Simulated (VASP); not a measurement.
Crystal: NiO2.

```
CELL_PARAMETERS angstrom
2.81122 0.00000 0.00000
-1.40561 2.43458 0.00000
0.00000 0.00000 5.07391
ATOMIC_POSITIONS crystal
Ni 0.00000 0.00000 0.50000
O 0.66667 0.33333 0.68566
O 0.33333 0.66667 0.31434
```

- Program: VASP 6.6.1
- Task: relaxation of shape and atoms at fixed volume
- Functional: PBEsol
- Potentials or basis: VASP PAW PBE potentials, release 64 (Ni, O)
- Cutoff: 600 eV
- k mesh: 12 × 12 × 6
- Occupations: gaussian, width 0.02 eV
- Spin: no spin polarisation

At the start: pressure -4.5 GPa; volume 11.58 Å³/atom.

Problem. How do energy, volume and symmetry change on relaxing?

Solution. Over 5 steps the energy falls by 3.8 meV/atom; space group P-3m1 (No. 164, to 0.1 Å) before and after.

The path:
```
step  energy change (eV)  largest force (eV/Å)  pressure (GPa)  volume (Å³)
   1              0.0000                0.3351           -4.51        34.73
   2             -0.0084                0.0648           -2.27        34.73
   3             -0.0093                0.0570           -1.16        34.73
   4             -0.0109                0.0259           -0.69        34.73
   5             -0.0113                0.0008           -0.31        34.73
```

Final structure:
```
Ni O
1.0
     2.78769    0.00000    0.00000
    -1.39384    2.41421    0.00000
     0.00000    0.00000    5.15992
Ni O
1 2
Direct
  0.00000 0.00000 0.50000
  0.66667 0.33333 0.68115
  0.33333 0.66667 0.31885
```

Caveat: the PAW data sets were made with another functional, which shifts forces and pressure a little.
